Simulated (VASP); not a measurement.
Input of a VASP 6.6.1 run:

The input INCAR:

```
SYSTEM = Au
PREC = Accurate ; ENCUT = 520
EDIFF = 1E-6 ; ISMEAR = -1
SIGMA = 0.05 ; LREAL = .False.
LASPH = .True. ; NELM = 60
ALGO = Fast ; ISIF = 2
LWAVE = .False. ; LCHARG = .False.
GGA = CA ; NBANDS = 18
```

KPOINTS

```
regular mesh
0
Gamma
  11 11 6
  0 0 0
```

POSCAR

```
Au
1.0
    1.4389897367     -2.6060620855      0.0000000000
    1.4389897367      2.6060620855      0.0000000000
    0.0000000000      0.0000000000      4.9891384766
Au
2
Direct
    0.3346720300      0.6653279700      0.2500000000
    0.6653279700      0.3346720300      0.7500000000
```

Potentials or basis: VASP PAW LDA potentials, release 64 (Au).

Run with:

```sh
$ cat potpaw_LDA.64/Au/POTCAR > POTCAR
$ mpirun -np 1 vasp_std > vasp.out
```

Task: Estimate the pressure.

Result: -15.8 GPa.

Task: What does it give for the band gap on the k mesh?

Result: Zero (band 11 reaches 11.23 eV, above the bottom of band 12 at 5.35 eV).

Forces in eV/Å, atoms in the order of the input:
```
Au   0.000  0.006  0.000
Au   0.000 -0.006  0.000
```

Caveat: spin-orbit coupling is left out, which moves the levels of the heavy elements.
